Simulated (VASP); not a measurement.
# Al7Ru8 (a cell with a defect) in VASP: single point with PBEsol

Aim: the single point of Al7Ru8 (a cell with a defect) with PBEsol.

Everything below comes from runs of VASP 6.6.1. Logs are shortened: lines on timing, memory, paths and dates and some standing lists are left out, and cuts for length are marked.

### Step 1. The cell of the first run

The cell holds a defect, 15 atoms: a = 6.060 Å, b = 6.060 Å, c = 6.060 Å, α = 90.00°, β = 90.00°, γ = 90.00°.

### Step 2. Single point, PBEsol

INCAR reads:

```
PREC = Accurate ; ENCUT = 520
EDIFF = 1E-7 ; ISMEAR = -1
SIGMA = 0.1 ; LREAL = Auto
LASPH = T ; NELM = 80
ALGO = Normal ; ISIF = 2
LWAVE = F ; LCHARG = F
GGA = PS ; NBANDS = 80
```

KPOINTS reads:

```
regular mesh
0
Gamma
  2 2 2
```

POSCAR reads:

```
Al7Ru8
1.0
    6.0601640000      0.0000000000      0.0000000000
    0.0000000000      6.0601640000      0.0000000000
    0.0000000000      0.0000000000      6.0601640000
Ru Al
8 7
Direct
    0.2501374550      0.2628351312      0.2606135742
    0.2501382801      0.2628260555      0.7365216519
    0.2501414153      0.7387384236      0.2606109340
    0.2501424054      0.7387474992      0.7365241271
    0.7501437255      0.2294794332      0.2272542459
    0.7501422404      0.2294688725      0.7698761948
    0.7501374550      0.7720926364      0.2272512757
    0.7501359699      0.7721033622      0.7698793300
    0.0330134630      0.0007847972     -0.0014280142
    0.0005998188      0.0007780317      0.4985601050
    0.0006021289      0.5007884275     -0.0014453404
   -0.2498607298      0.5007884275      0.4985733059
    0.4672663974      0.0007925528     -0.0014252090
    0.4996803717      0.0007890876      0.4985591149
    0.4996782265      0.5007810020     -0.0014428652
```

Potentials or basis: VASP PAW PBE potentials, release 64 (Ru_pv, Al).

The run is started by

```
$ cat potpaw_PBE.64/Ru_pv/POTCAR potpaw_PBE.64/Al/POTCAR > POTCAR
$ mpirun -np 1 vasp_std > vasp.out
```

OUTCAR:

```text
PREC = Accurate
   ENCUT = 520
   EDIFF = 1E-7
   ISMEAR = -1
   LREAL = Auto
   LASPH = T
   NELM = 80
   ISIF = 2
   GGA = PS

 ion  position               nearest neighbor table
   1  0.250  0.263  0.261-  13 2.60   9 2.60  14 2.62  10 2.62  15 2.62  11 2.62   3 2.88   2 2.88
                             5 3.04   5 3.04   2 3.18   3 3.18
   2  0.250  0.263  0.737-  13 2.60   9 2.60  15 2.62  11 2.62  14 2.62  10 2.62   1 2.88   4 2.88
                             6 3.04   6 3.04   4 3.18   1 3.18
   3  0.250  0.739  0.261-   9 2.60  13 2.60  10 2.62  14 2.62  11 2.62  15 2.62   1 2.88   4 2.88
                             7 3.04   7 3.04   4 3.18   1 3.18
   4  0.250  0.739  0.737-   9 2.60  13 2.60  11 2.62  15 2.62  10 2.62  14 2.62   3 2.88   2 2.88
                             8 3.04   8 3.04   2 3.18   3 3.18
   5  0.750  0.229  0.227-  12 2.33  13 2.60   9 2.60  14 2.63  10 2.63  15 2.63  11 2.63   6 2.77
                             7 2.77   1 3.04   1 3.04   7 3.29   6 3.29
   6  0.750  0.229  0.770-  12 2.33   9 2.60  13 2.60  15 2.63  11 2.63  14 2.63  10 2.63   8 2.77
                             5 2.77   2 3.04   2 3.04   5 3.29   8 3.29
   7  0.750  0.772  0.227-  12 2.33  13 2.60   9 2.60  10 2.63  14 2.63  11 2.63  15 2.63   8 2.77
                             5 2.77   3 3.04   3 3.04   5 3.29   8 3.29
   8  0.750  0.772  0.770-  12 2.33   9 2.60  13 2.60  11 2.63  10 2.63  15 2.63  14 2.63   6 2.77
                             7 2.77   4 3.04   4 3.04   7 3.29   6 3.29
   9  0.033  0.001  0.999-   3 2.60   4 2.60   1 2.60   2 2.60   5 2.60   7 2.60   6 2.60   8 2.60
                            13 2.63  10 3.04  11 3.04  11 3.04  10 3.04
  10  0.001  0.001  0.499-   3 2.62   4 2.62   1 2.62   2 2.62   7 2.63   8 2.63   5 2.63   6 2.63
                            14 3.02  14 3.04   9 3.04   9 3.04
  11  0.001  0.501  0.999-   4 2.62   2 2.62   3 2.62   1 2.62   8 2.63   6 2.63   7 2.63   5 2.63
                            15 3.02  15 3.04   9 3.04   9 3.04
  12  0.750  0.501  0.499-   8 2.33   6 2.33   7 2.33   5 2.33
  13  0.467  0.001  0.999-   1 2.60   2 2.60   3 2.60   4 2.60   5 2.60   7 2.60   6 2.60   8 2.60
                             9 2.63  14 3.04  15 3.04  15 3.04  14 3.04
  14  0.500  0.001  0.499-   1 2.62   3 2.62   2 2.62   4 2.62   5 2.63   6 2.63   7 2.63   8 2.63
                            10 3.02  10 3.04  13 3.04  13 3.04
  15  0.500  0.501  0.999-   2 2.62   4 2.62   1 2.62   3 2.62   6 2.63   8 2.63   5 2.63   7 2.63
                            11 3.02  11 3.04  13 3.04  13 3.04

  LATTYP: Found a simple cubic cell.
 ALAT       =     6.0601640000

  Lattice vectors:

 A1 = (   6.0601640000,   0.0000000000,   0.0000000000)
 A2 = (   0.0000000000,   6.0601640000,   0.0000000000)
 A3 = (   0.0000000000,   0.0000000000,   6.0601640000)

Analysis of symmetry for initial positions (statically):
[... 156 lines left out ...]
  Fermi-wavevector in a.u.,A,eV,Ry     =   1.378926  2.605793 25.870625  1.901437
  Thomas-Fermi vector in A             =   2.503943
   LORBIT       =      0    0 simple, 1 ext, 2 COOP (PROOUT), +10 PAW based schemes
   GGA     = PS    functional components
   LHFCALC =     F    Hartree Fock is set to
   AEXX    =    0.0000 exact exchange contribution
   IVDW    =     0    specifies the selected vdW correction
   LEPSILON=     F    determine dielectric tensor
   LRPA    =     F    only Hartree local field effects (RPA)
 non-spin polarized calculation
  energy-cutoff  :      520.00
  volume of cell :      222.56
 maximum number of plane-waves:      6031
 NGX is ok and might be reduce to    48
   NGX = 23   NGY = 23   NGZ = 23

 number of electron     133.0000008 magnetization

 Free energy of the ion-electron system (eV)
  ---------------------------------------------------
  ext. energy  EPLUGINS =         0.00000000
  ---------------------------------------------------
  free energy    TOTEN  =      -114.57929456 eV

  energy without entropy =     -114.20573673  energy(sigma->0) =     -114.39251564

 E-fermi :   9.2437     XC(G=0): -12.2013

 val. band max:        9.2389783283   @ k =   0.0000   0.0000   0.0000
 cond. band min:       9.2736179979   @ k =   0.5000   0.0000   0.5000
 fundamental gap:      0.0346396695
 Fermi energy:         9.2436538501

 k-point     1 :       0.0000    0.0000    0.0000
  band No.  band energies     occupation
      1     -32.8075      2.00000
      2     -32.7500      2.00000
      3     -32.7498      2.00000
      4     -32.7498      2.00000
      5     -32.6975      2.00000
      6     -32.6514      2.00000
[... 637 lines left out ...]
     77      14.2870      0.00000
     78      14.2870      0.00000
 [bands above 78 left out]

------------------------ aborting loop because EDIFF is reached ----------------------------------------

  FORCE on cell =-STRESS in cart. coord.  units (eV):
  Direction    XX          YY          ZZ          XY          YZ          ZX
  --------------------------------------------------------------------------------------
  -------------------------------------------------------------------------------------
  Total      -17.8659015    -12.6029855    -12.6113244      0.0011527      0.0018604     -0.0007274
  in kB     -128.6122649    -90.7258169    -90.7858466      0.0082979      0.0133929     -0.0052367
  external PRESSURE =    -103.3746428 kB  Pullay stress =       0.0000000 kB

 VOLUME and BASIS-vectors are now :
 -----------------------------------------------------------------------------
  energy-cutoff  :      520.00
  volume of cell :      222.56
      direct lattice vectors                 reciprocal lattice vectors
     6.060164000  0.000000000  0.000000000     0.165012036  0.000000000  0.000000000
     0.000000000  6.060164000  0.000000000     0.000000000  0.165012036  0.000000000
     0.000000000  0.000000000  6.060164000     0.000000000  0.000000000  0.165012036

 POSITION                                       TOTAL-FORCE (eV/Angst)
 -----------------------------------------------------------------------------------
      1.51587      1.59282      1.57936        -0.000166      0.005756      0.008574
      1.51588      1.59277      4.46344         0.000014      0.005447     -0.004651
      1.51590      4.47688      1.57935        -0.000060     -0.006786      0.008564
      1.51590      4.47693      4.46346         0.000021     -0.007820     -0.004804
      4.54599      1.39068      1.37720         0.000278     -0.005710     -0.006550
      4.54599      1.39062      4.66558         0.000006     -0.006239      0.006706
      4.54596      4.67901      1.37718         0.000173      0.005858     -0.005384
      4.54595      4.67907      4.66560         0.000249      0.006243      0.005514
      0.20007      0.00476      6.05151        -0.025946      0.000739     -0.000853
      0.00364      0.00471      3.02136        -0.001410      0.000484     -0.000730
      0.00365      3.03486      6.05141        -0.001479      0.000167     -0.000881
      4.54597      3.03486      3.02144         0.000153      0.000470     -0.002143
      2.83171      0.00480      6.05153         0.025707      0.000882     -0.001663
      3.02815      0.00478      3.02135         0.001215      0.000156     -0.000927
      3.02813      3.03482      6.05142         0.001245      0.000353     -0.000770
 -----------------------------------------------------------------------------------
    total drift:                               -0.000900      0.007370     -0.013226

  FREE ENERGIE OF THE ION-ELECTRON SYSTEM (eV)
  ---------------------------------------------------
  free  energy   TOTEN  =      -114.5792945554 eV

  energy  without entropy=     -114.2057367342  energy(sigma->0) =     -114.39251564
```

stdout:

```text
POSCAR found type information on POSCAR RuAl
 POSCAR found :  2 types and      15 ions
 scaLAPACK will be used
 -----------------------------------------------------------------------------
|                                                                             |
|                                                                             |
|     You enforced a specific xc type in the INCAR file but a different       |
|     I HOPE YOU KNOW WHAT YOU ARE DOING!                                     |
|                                                                             |
 -----------------------------------------------------------------------------

 LDA part: xc-table for (Slater+PW92), standard interpolation
 POSCAR, INCAR and KPOINTS ok, starting setup
 FFT: planning ... GRIDC
 FFT: planning ... GRID_SOFT
 FFT: planning ... GRID
 WAVECAR not read
 entering main loop
```

It took 4.7 min on 1 thread of AMD EPYC 9R45 (Zen 5), shared host; peak memory 0.33 GiB.

What came out:

```
Free energy            : -114.5793 eV
Pressure               : -10.3 GPa
Largest force          : 0.026 eV/Å
Band gap on the k mesh : zero (an odd number of electrons rules out a gap without spin polarisation)
```

Forces on the atoms (eV/Å):
```
Ru   0.000  0.006  0.009
Ru   0.000  0.005 -0.005
Ru   0.000 -0.007  0.009
Ru   0.000 -0.008 -0.005
Ru   0.000 -0.006 -0.007
Ru   0.000 -0.006  0.007
Ru   0.000  0.006 -0.005
Ru   0.000  0.006  0.006
Al  -0.026  0.001 -0.001
Al  -0.001  0.000 -0.001
Al  -0.001  0.000 -0.001
Al   0.000  0.000 -0.002
Al   0.026  0.001 -0.002
Al   0.001  0.000 -0.001
Al   0.001  0.000 -0.001
```

Caveat: the k points lie up to 0.52 Å⁻¹ apart, too coarse for converged energies and pressures of a metal; the PAW data sets were made with another functional, which shifts forces and pressure a little.
